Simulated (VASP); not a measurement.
Crystal: PbSe (Clausthalite).

```xyz
2
Lattice="4.3284 0.0000 0.0000 2.1642 3.7485 0.0000 2.1642 1.2495 3.5341" Properties=species:S:1:pos:R:3 pbc="T T T"
Pb    0.0000    0.0000    0.0000
Se    4.3284    2.4990    1.7671
```

Base run:

* Program: VASP 6.6.1
* Functional: PBE
* Potentials or basis: VASP PAW PBE potentials, release 64 (Pb_d, Se)
* Cutoff: 500 eV
* k mesh: 5 × 5 × 5
* Occupations: gaussian, width 0.01 eV
* Spin: no spin polarisation

Its results: pressure 2.2 GPa.

The run is repeated on the same cell with these changes: k mesh from 5 × 5 × 5 to 3 × 3 × 3. What comes out?

Pressure 1.5 GPa.

Caveats: some runs use coarse meshes.
